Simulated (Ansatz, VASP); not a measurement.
BaTiO3 in VASP and in Ansatz

```
Ba Ti O
1.0
     3.98410   -0.05976   -0.05976
    -0.08524    2.79436    2.80324
    -0.00013   -2.87974    2.88836
Ba Ti O
1 1 3
Direct
  0.00000 0.00000 0.00000
  0.50000 0.50790 0.50790
  0.00000 0.49210 0.49210
  0.50000 0.50251 0.99371
  0.50000 0.99371 0.50251
```

Change from the starting cell: equal xy, yz and zx shear strains of -3 %, crystal datasets.

Alike in both runs: task electric field gradients; functional PBE; k mesh 8 × 8 × 8; occupations fermi-dirac, width 0.05 eV; no spin polarisation.

```csv
,VASP,Ansatz
version,VASP 6.6.1,Ansatz 0.2.0
potentials or method,"VASP PAW PBE potentials, release 64 (Ba_sv, Ti_sv, O), cutoff 520 eV","all-electron PAW with datasets made for the crystal, scalar-relativistic"
```

Ansatz gave:

- pressure (GPa): 2.3
- traceless stress, the component that is largest in VASP (GPa): 3.69
- rms of the force components (eV/Å): 0.099
- size of Vzz on the site where it differs most (V/Å²): 32.7

What did VASP give for the same quantities?

Pressure (GPa): 4.1; traceless stress, the component that is largest in VASP (GPa): 3.82; rms of the force components (eV/Å): 0.095; size of Vzz on the site where it differs most (V/Å²): 35.5.

Atom by atom the forces differ by 0.009 eV/Å (rms over components). Ansatz ran all-electron here, and VASP with PAW potentials.

Neither program's run includes spin-orbit coupling.
